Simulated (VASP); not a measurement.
Here is a VASP 6.6.1 calculation.

The input INCAR:

```
PREC     = Accurate       # precision mode
ENCUT    = 500            # plane-wave cutoff, eV
EDIFF    = 1E-6           # SCF threshold, eV
ISMEAR   = 0              # smearing method
SIGMA    = 0.1            # smearing width, eV
LREAL    = False          # projectors in reciprocal space
LASPH    = True           # aspherical terms in the spheres
NELM     = 120            # most SCF steps
ALGO     = Normal         # electronic algorithm
ISIF     = 2              # what is computed and relaxed
LWAVE    = False          # write WAVECAR
LCHARG   = True           # write CHGCAR
GGA      = PE             # functional
LELF     = True           # ELF
LVHAR    = True         
NBANDS   = 12             # bands
GGA_COMPAT= False
```

Contents of KPOINTS:

```
Automatic mesh
0
Gamma
  18 18 18
```

Contents of POSCAR:

```
B
1.0
    2.6961573020      0.0000000000      0.0000000000
    0.0000000000      2.6961573020      0.0000000000
    0.0000000000      0.0000000000      2.6961573020
B
3
Direct
    0.5000000000      0.0000000000      0.0000000000
    0.0000000000      0.5000000000      0.0000000000
    0.0000000000      0.0000000000      0.5000000000
```

Potentials or basis: VASP PAW PBE potentials, release 64 (B).

Run with:

```console
$ cat potpaw_PBE.64/B/POTCAR > POTCAR
$ mpirun -np 1 vasp_std > vasp.out
```

Question: What does it give for the pressure?

Answer: 0.1 GPa.

Question: Predict the band gap on the k mesh.

Answer: Zero (an odd number of electrons rules out a gap without spin polarisation).
